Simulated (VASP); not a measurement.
# Mo in VASP: single point with PBE+D3(BJ)

Aim: the single point of Mo with PBE+D3(BJ).

Program: VASP 6.6.1. These are calculated values, not measurements. Logs are shortened: lines on timing, memory, paths and dates and some standing lists are left out, and cuts for length are marked.

## Step 1: The cell of the first run

The cell holds a slab with vacuum, 12 atoms: a = 5.422 Å, b = 5.422 Å, c = 20.427 Å, α = 90.00°, β = 90.00°, γ = 109.47°.

## Step 2: Single point, PBE+D3(BJ)

File INCAR:

```
ALGO = Normal ; DIPOL = 0.5 0.5 0.497
EDIFF = 1E-7 ; ENCUT = 520
GGA = PE ; IDIPOL = 3
ISIF = 2 ; ISMEAR = 0
IVDW = 12 ; LASPH = True
LCHARG = True ; LDIPOL = True
LELF = True ; LREAL = False
LVACPOTAV = True ; LVHAR = True
LWAVE = False ; NBANDS = 96
NELM = 80 ; PREC = Accurate
SIGMA = 0.1
```

File KPOINTS:

```
k-points
0
Gamma
  4 4 1
```

File POSCAR:

```
Mo
1.0
    5.4216946136      0.0000000000      0.0000000000
   -1.8072315379      5.1116227024      0.0000000000
    0.0000000000      0.0000000000     20.4267951148
Mo
12
Direct
    0.2500000000      0.2500000000      0.3916424459
    0.2500000000      0.7500000000      0.3916424459
    0.7500000000      0.2500000000      0.3916424459
    0.7500000000      0.7500000000      0.3916424459
    0.5000000000      0.5000000000      0.4965955516
    0.5000000000      0.0000000000      0.4965955516
    0.0000000000      0.5000000000      0.4965955516
    0.0000000000      0.0000000000      0.4965955516
    0.7500000000      0.7500000000      0.6015418695
    0.7500000000      0.2500000000      0.6015418695
    0.2500000000      0.7500000000      0.6015418695
    0.2500000000      0.2500000000      0.6015418695
```

Potentials or basis: VASP PAW PBE potentials, release 64 (Mo_sv).

Started as:

```bash
cat potpaw_PBE.64/Mo_sv/POTCAR > POTCAR
mpirun -np 1 vasp_std > vasp.out
```

OUTCAR:

```text
EDIFF = 1E-7
   ENCUT = 520
   GGA = PE
   ISIF = 2
   ISMEAR = 0
   IVDW = 12
   LASPH = True
   LREAL = False
   NELM = 80
   PREC = Accurate
 IVDW          = 12

 ion  position               nearest neighbor table
   1  0.250  0.250  0.392-   5 2.65   8 2.65   3 2.71   3 2.71   2 2.71   2 2.71   7 3.08   6 3.08
                             4 3.13   4 3.13
   2  0.250  0.750  0.392-   6 2.65   7 2.65   4 2.71   4 2.71   1 2.71   1 2.71   5 3.08   8 3.08
                             3 3.13   3 3.13
   3  0.750  0.250  0.392-   6 2.65   7 2.65   1 2.71   1 2.71   4 2.71   4 2.71   5 3.08   8 3.08
                             2 3.13   2 3.13
   4  0.750  0.750  0.392-   5 2.65   8 2.65   2 2.71   2 2.71   3 2.71   3 2.71   7 3.08   6 3.08
                             1 3.13   1 3.13
   5  0.500  0.500  0.497-   9 2.65  12 2.65   1 2.65   4 2.65   7 2.71   7 2.71   6 2.71   6 2.71
                            11 3.08  10 3.08   3 3.08   2 3.08   8 3.13   8 3.13
   6  0.500  0.000  0.497-  10 2.65  11 2.65   2 2.65   3 2.65   8 2.71   8 2.71   5 2.71   5 2.71
                             9 3.08  12 3.08   1 3.08   4 3.08   7 3.13   7 3.13
   7  0.000  0.500  0.497-  10 2.65  11 2.65   2 2.65   3 2.65   5 2.71   5 2.71   8 2.71   8 2.71
                             9 3.08  12 3.08   1 3.08   4 3.08   6 3.13   6 3.13
   8  0.000  0.000  0.497-   9 2.65  12 2.65   1 2.65   4 2.65   6 2.71   6 2.71   7 2.71   7 2.71
                            11 3.08  10 3.08   3 3.08   2 3.08   5 3.13   5 3.13
   9  0.750  0.750  0.602-   5 2.65   8 2.65  11 2.71  11 2.71  10 2.71  10 2.71   7 3.08   6 3.08
[... 15 lines left out ...]
 A1 = (   5.4216946136,   0.0000000000,   0.0000000000)
 A2 = (  -1.8072315379,   5.1116227024,   0.0000000000)
 A3 = (   0.0000000000,   0.0000000000,  20.4267951148)

Analysis of symmetry for initial positions (statically):
=====================================================================
 Subroutine PRICEL returns following result:

  LATTYP: Found a base centered orthorhombic cell.
 ALAT       =     3.1302168446
 B/A-ratio  =     1.4142135624
 C/A-ratio  =     6.5256805291

  Lattice vectors:

 A1 = (   2.7108473068,   0.0000000000,   0.0000000000)
 A2 = (  -0.9036157689,   2.5558113512,   0.0000000000)
 A3 = (   0.0000000000,   0.0000000000,  20.4267951148)

   4 primitive cells build up your supercell.

 Routine SETGRP: Setting up the symmetry group for a
 base centered orthorhombic supercell.

 Subroutine GETGRP returns: Found  8 space group operations
 (whereof  4 operations were pure point group operations)
 out of a pool of  8 trial point group operations.

The static configuration has the point symmetry C_2v.
 The point group associated with its full space group is D_2h.

Analysis of symmetry for dynamics (positions and initial velocities):
=====================================================================
 Subroutine PRICEL returns following result:

  LATTYP: Found a base centered orthorhombic cell.
 ALAT       =     3.1302168446
 B/A-ratio  =     1.4142135624
 C/A-ratio  =     6.5256805291

  Lattice vectors:

 A1 = (   2.7108473068,   0.0000000000,   0.0000000000)
 A2 = (  -0.9036157689,   2.5558113512,   0.0000000000)
 A3 = (   0.0000000000,   0.0000000000,  20.4267951148)

   4 primitive cells build up your supercell.

 Routine SETGRP: Setting up the symmetry group for a
 base centered orthorhombic supercell.

 Subroutine GETGRP returns: Found  8 space group operations
 (whereof  4 operations were pure point group operations)
 out of a pool of  8 trial point group operations.

The dynamic configuration has the point symmetry C_2v.
 The point group associated with its full space group is D_2h.

 Subroutine INISYM returns: Found  8 space group operations
 (whereof  4 operations are pure point group operations),
 and found     4 'primitive' translations

----------------------------------------------------------------------------------------

                                     Primitive cell

  volume of cell :     141.5253

  direct lattice vectors                    reciprocal lattice vectors
     2.710847307  0.000000000  0.000000000     0.368888354  0.130421728  0.000000000
    -0.903615769  2.555811351  0.000000000     0.000000000  0.391265185  0.000000000
     0.000000000  0.000000000 20.426795115     0.000000000  0.000000000  0.048955306

  length of vectors
     2.710847307  2.710847307 20.426795115     0.391265185  0.391265185  0.048955306

  position of ions in fractional coordinates (direct lattice)
[... 26 lines left out ...]
     0.048908148  0.048908148  0.048955306

  Shift w.r.t. Gamma in fractional coordinates (k-lattice)
     0.000000000  0.000000000  0.000000000

 Subroutine IBZKPT returns following result:
 ===========================================

 Found      7 irreducible k-points:

 Following reciprocal coordinates:
            Coordinates               Weight
  0.000000  0.000000  0.000000      1.000000
  0.250000  0.000000  0.000000      4.000000
  0.500000  0.000000  0.000000      2.000000
  0.250000  0.250000  0.000000      2.000000
  0.500000  0.250000  0.000000      4.000000
 -0.250000  0.250000  0.000000      2.000000
  0.500000  0.500000  0.000000      1.000000
   k-points           NKPTS =      7   k-points in BZ     NKDIM =      7   number of bands    NBANDS=     96
   number of dos      NEDOS =    301   number of ions     NIONS =     12
   total plane-waves  NPLWV = 256000
   dimension x,y,z NGX =    40 NGY =   40 NGZ =  160
   dimension x,y,z NGXF=    80 NGYF=   80 NGZF=  320
   ions per type =              12
   NGX,Y,Z   is equivalent  to a cutoff of  12.27, 12.27, 13.02 a.u.
   NGXF,Y,Z  is equivalent  to a cutoff of  24.53, 24.53, 26.04 a.u.
 SYSTEM =  unknown system
   PREC   = accura    normal or accurate (medium, high low for compatibility)
   ISTART =      0    job   : 0-new  1-cont  2-samecut
   ICHARG =      2    charge: 1-file 2-atom 10-const
   ISPIN  =      1    spin polarized calculation?
   LNONCOLLINEAR =      F non collinear calculations
   LSORBIT =      F    spin-orbit coupling
   LASPH  =      T    aspherical Exc in radial PAW
   ENCUT  =  520.0 eV  38.22 Ry    6.18 a.u.  10.08 10.08 37.98*2*pi/ulx,y,z
   NELM   =     80;   NELMIN=  2; NELMDL= -5     # of ELM steps
   EDIFF  = 0.1E-06   stopping-criterion for ELM
   LREAL  =      F    real-space projection
   EDIFFG = 0.1E-05   stopping-criterion for IOM
   NSW    =      0    number of steps for IOM
   IBRION =     -1    ionic relax: 0-MD 1-quasi-New 2-CG
   NFREE  =      0    steps in history (QN), initial steepest desc. (CG)
   ISIF   =      2    stress and relaxation
   ISYM   =      2    0-nonsym 1-usesym 2-fastsym
   POTIM  = 0.5000    time-step for ionic-motion
   TEBEG  =    0.0;   TEEND  =   0.0 temperature during run
   PSTRESS=    0.0 pullay stress
   NELECT =     168.0000    total number of electrons
   NUPDOWN=      -1.0000    fix difference up-down
   EMIN   =  10.00;   EMAX   =-10.00  energy-range for DOS
   EFERMI =   0.00;   METHOD = LEGACY
   ISMEAR =     0;   SIGMA  =   0.10  broadening in eV -4-tet -1-fermi 0-gaus
   EFERMI_NEDOS =   21; number of points for ismear=-14 and -15
   IALGO  =     38    algorithm
   IMIX   =      4    mixing-type and parameters
     AMIX     =   0.40;   BMIX     =  1.00
     AMIX_MAG =   1.60;   BMIX_MAG =  1.00
  volume/ion in A,a.u.               =      47.18       318.35
  Fermi-wavevector in a.u.,A,eV,Ry     =   1.091976  2.063536 16.223755  1.192412
  Thomas-Fermi vector in A             =   2.228233
   LORBIT       =      0    0 simple, 1 ext, 2 COOP (PROOUT), +10 PAW based schemes
   GGA     = PE    functional components
   LHFCALC =     F    Hartree Fock is set to
   AEXX    =    0.0000 exact exchange contribution
   IVDW    =    12    specifies the selected vdW correction
   LEPSILON=     F    determine dielectric tensor
   LRPA    =     F    only Hartree local field effects (RPA)
 non-spin polarized calculation
 Gauss-broadening in eV      SIGMA  =   0.10
  energy-cutoff  :      520.00
  volume of cell :      566.10
 maximum number of plane-waves:     15284
   NGX = 21   NGY = 21   NGZ = 75

 dipolmoment           0.000000      0.000000     -0.000283 electrons x Angstroem

 number of electron     167.9999984 magnetization

 dipolmoment           0.000000      0.000000      0.006401 electrons x Angstroem

 Free energy of the ion-electron system (eV)
  ---------------------------------------------------
  ext. energy  EPLUGINS =         0.00000000
  ---------------------------------------------------
  free energy    TOTEN  =      -121.29375661 eV

  energy without entropy =     -121.24482401  energy(sigma->0) =     -121.26929031

 E-fermi :   1.1070     XC(G=0):  -5.3909

 val. band max:        1.0815225945   @ k =   0.2500   0.2500   0.0000
 cond. band min:       1.1214949593   @ k =   0.5000   0.2500   0.0000
 fundamental gap:      0.0399723648
 Fermi energy:         1.1069830326

 k-point     1 :       0.0000    0.0000    0.0000
  band No.  band energies     occupation
      1     -60.1662      2.00000
      2     -59.9714      2.00000
      3     -59.9714      2.00000
      4     -59.8978      2.00000
      5     -59.8433      2.00000
      6     -59.7886      2.00000
[... 682 lines left out ...]
     95       1.8671      0.00000
     96       1.8671      0.00000

------------------------ aborting loop because EDIFF is reached ----------------------------------------

 Edisp (eV)   -5.75455

 E8    (eV) :    -2.8416

  FORCE on cell =-STRESS in cart. coord.  units (eV):
  Direction    XX          YY          ZZ          XY          YZ          ZX
  --------------------------------------------------------------------------------------
  -------------------------------------------------------------------------------------
  Total      -8.06379    -9.19990     0.35313    -1.60671     0.00000     0.00000
  in kB     -22.82210   -26.03753     0.99943    -4.54731     0.00000     0.00000
  external pressure =      -15.95 kB  Pullay stress =        0.00 kB

 VOLUME and BASIS-vectors are now :
 -----------------------------------------------------------------------------
  energy-cutoff  :      520.00
  volume of cell :      566.10
      direct lattice vectors                 reciprocal lattice vectors
     5.421694614  0.000000000  0.000000000     0.184444177  0.065210864  0.000000000
    -1.807231538  5.111622702  0.000000000     0.000000000  0.195632592  0.000000000
     0.000000000  0.000000000 20.426795115     0.000000000  0.000000000  0.048955306

 POSITION                                       TOTAL-FORCE (eV/Angst)
 -----------------------------------------------------------------------------------
      0.90362      1.27791      8.00000        -0.000000      0.000000     -0.027791
     -0.00000      3.83372      8.00000         0.000000     -0.000000     -0.027791
      3.61446      1.27791      8.00000         0.000000      0.000000     -0.027791
      2.71085      3.83372      8.00000        -0.000000     -0.000000     -0.027791
      1.80723      2.55581     10.14386        -0.000000      0.000000     -0.000000
      2.71085      0.00000     10.14386         0.000000      0.000000     -0.000000
     -0.90362      2.55581     10.14386        -0.000000      0.000000     -0.000000
      0.00000      0.00000     10.14386         0.000000     -0.000000     -0.000000
      2.71085      3.83372     12.28757         0.000000      0.000000      0.027791
      3.61446      1.27791     12.28757        -0.000000     -0.000000      0.027791
     -0.00000      3.83372     12.28757         0.000000      0.000000      0.027791
      0.90362      1.27791     12.28757        -0.000000      0.000000      0.027791
 -----------------------------------------------------------------------------------
    total drift:                               -0.000000     -0.000000      1.977249

  FREE ENERGIE OF THE ION-ELECTRON SYSTEM (eV)
  ---------------------------------------------------
  free  energy   TOTEN  =      -127.0483054614 eV

  energy  without entropy=     -126.9993728602  energy(sigma->0) =     -127.02383916

 vacuum level on the upper side and lower side of the slab         5.826         5.784
```

Run time: 18 min. Hardware: 1 thread of Intel Xeon Platinum 8375C at 2.90GHz (Ice Lake), shared host; peak memory 0.66 GiB.

Results:

* Free energy: -127.0483 eV
* Largest force: 0.028 eV/Å
* Band gap on the k mesh: zero (band 84 reaches 2.41 eV, above the bottom of band 85 at 0.47 eV)
* Dispersion energy per atom: -0.480 eV

Forces in eV/Å, atoms in the order of the input:
```
Mo   0.000  0.000 -0.028
Mo   0.000  0.000 -0.028
Mo   0.000  0.000 -0.028
Mo   0.000  0.000 -0.028
Mo   0.000  0.000  0.000
Mo   0.000  0.000  0.000
Mo   0.000  0.000  0.000
Mo   0.000  0.000  0.000
Mo   0.000  0.000  0.028
Mo   0.000  0.000  0.028
Mo   0.000  0.000  0.028
Mo   0.000  0.000  0.028
```
